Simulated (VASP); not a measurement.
Wanted: the native input for a VASP 6.6.1 run.

| Quantity | Value |
| --- | --- |
| Task | relaxation of cell and atoms |
| Functional | PBE |
| Potentials or basis | VASP PAW PBE potentials, release 64 (Al, O) |
| Cutoff | 600 eV |
| k mesh | 12 × 12 × 4 |
| Occupations | gaussian, width 0.1 eV |
| Spin | no spin polarisation |
| Dipole correction | no |
| Further INCAR settings | ALGO = Normal; EDIFF = 1e-06; IBRION = 2; EDIFFG = -0.01; NSW = 100; ISIF = 3 |

The structure of Al3O2 lies in POSCAR:

```
Al3O2
1.0
    2.9284774506      0.0000000000      0.0000000000
   -1.4642387253      2.5361358666      0.0000000000
    0.0000000000      0.0000000000      9.0630511605
Al O
3 2
Direct
    0.3333333333      0.6666666667      0.2414693872
    0.0000000000      0.0000000000      0.5000000000
    0.6666666667      0.3333333333      0.7585306128
    0.6666666667      0.3333333333      0.1650059411
    0.3333333333      0.6666666667      0.8349940589
```

The cell was generated, and may not be a known phase.

The input as run:

INCAR

```
SYSTEM = Al3O2
ALGO = Normal
EDIFF = 1E-6
EDIFFG = -0.01
ENCUT = 600
GGA = PE
IBRION = 2
ISIF = 3
ISMEAR = 0
LASPH = .TRUE.
LCHARG = .FALSE.
LREAL = .FALSE.
LWAVE = .FALSE.
NELM = 80
NSW = 100
PREC = Accurate
SIGMA = 0.1
```

KPOINTS

```
k-points
0
G
  12 12 4
  0 0 0
```

Potentials or basis: VASP PAW PBE potentials, release 64 (Al, O).

Run with:

```console
$ cat potpaw_PBE.64/Al/POTCAR potpaw_PBE.64/O/POTCAR > POTCAR
$ mpirun -np 1 vasp_std > vasp.out
```

Results of the run:

```
Relaxed volume                        : 13.77 Å³/atom
Relaxed cell                          : a = 2.934 Å, b = 2.934 Å, c = 9.234 Å, α = 90.00°, β = 90.00°, γ = 120.00°
Space group after relaxing (to 0.1 Å) : P-3m1 (No. 164)
Energy gained by relaxing             : 0.5 meV/atom
Ionic steps                           : 25
Pressure after relaxing               : 0.0 GPa
Largest force after relaxing          : 0.009 eV/Å
Band gap on the k mesh                : zero (an odd number of electrons rules out a gap without spin polarisation)
```

Caveat: an odd number of electrons without spin polarisation forces a metal; a magnetic or distorted state may lie lower.

Wall time 16 min on 1 thread of Intel Xeon 8259CL, on a shared host, peak memory 0.24 GiB.
